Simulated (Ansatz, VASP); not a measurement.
Ir in VASP and in Ansatz

File POSCAR:

```
Ir
1.0
    2.8811971859      0.0000000000      0.0000000000
   -1.4405985930      2.4951899563      0.0000000000
    0.0000000000      0.0000000000      3.9677036469
Ir
2
Direct
    0.6666666667      0.3333333333      0.7500000000
    0.3333333333      0.6666666667      0.2500000000
```

The input INCAR.step1:

```
SYSTEM = Ir
PREC     = Accurate       ! precision mode
ENCUT    = 520            ! plane-wave cutoff, eV
ISMEAR   = 0              ! smearing method
SIGMA    = 0.15           ! smearing width, eV
LREAL    = .FALSE.        ! projectors in reciprocal space
LASPH    = .TRUE.         ! aspherical terms in the spheres
NELM     = 60             ! most SCF steps
NBANDS   = 16             ! bands
GGA      = PE             ! functional
ALGO     = Normal         ! electronic algorithm
EDIFF    = 1E-4           ! SCF threshold, eV
LWAVE    = .TRUE.         ! write WAVECAR
LCHARG   = .FALSE.        ! write CHGCAR
```

INCAR.step2

```
SYSTEM = Ir
PREC     = Accurate       ! precision mode
ENCUT    = 520            ! plane-wave cutoff, eV
EDIFF    = 1E-6           ! SCF threshold, eV
ISMEAR   = 0              ! smearing method
SIGMA    = 0.15           ! smearing width, eV
LREAL    = .FALSE.        ! projectors in reciprocal space
LASPH    = .TRUE.         ! aspherical terms in the spheres
NELM     = 60             ! most SCF steps
ALGO     = Normal         ! electronic algorithm
ISIF     = 2              ! what is computed and relaxed
LWAVE    = .FALSE.        ! write WAVECAR
LCHARG   = .FALSE.        ! write CHGCAR
METAGGA  = R2SCAN         ! meta-GGA
LMIXTAU  = .TRUE.       
NBANDS   = 16             ! bands
ISTART   = 1
```

Contents of KPOINTS:

```
regular mesh
0
G
  30 30 16
  0 0 0
```

Input for Ansatz:

```yaml
crystal:
  lattice:
    - [2.8811971859, 0.0, 0.0]
    - [-1.440598593, 2.4951899563, 0.0]
    - [0.0, 0.0, 3.9677036469]
  atoms:
    - { symbol: Ir, position: [0.6666666667, 0.3333333333, 0.75] }
    - { symbol: Ir, position: [0.3333333333, 0.6666666667, 0.25] }
basis:
  ecutwfc: 500
kpoints:
  mp_grid: { grid: [30, 30, 16] }
hamiltonian:
  xc: r2scan
scf:
  occupations: { method: gaussian, width: 0.15 }
output:
  forces: true
  stress: true
  eigenvalues: true
  write_density: true
  write_potential: true
  elf: true
  volumetric_format: npy
```

Alike in both runs: task single point; functional r2SCAN; k mesh 30 × 30 × 16; occupations gaussian, width 0.15 eV; no spin polarisation.

|  | VASP | Ansatz |
| --- | --- | --- |
| version | VASP 6.6.1 | Ansatz 0.2.0 |
| potentials or method | VASP PAW PBE potentials, release 64 (Ir), cutoff 520 eV | scalar-relativistic, plane waves, PAW |
| valence electrons in the cell | 18 | 34 |

|  | VASP | Ansatz | Ansatz less VASP |
| --- | --- | --- | --- |
| gap on the k mesh at the Fermi level (eV) | none | none | - |
| pressure (GPa) | 14.1 | 11.4 | -2.77 |
| traceless stress, the component that is largest in VASP (GPa) | 32.03 | 31.52 | -0.507 |

VASP's potentials were made for PBE, not for r2SCAN. A gap of «none» marks a metal or a gap that the smearing closes. With one functional, cell and mesh, what is left measures potentials, basis and numerics. VASP's potentials hold 18 valence electrons a cell and Ansatz's 34, so a difference there can come from the potentials and not from the codes.

Spin-orbit coupling is off throughout.
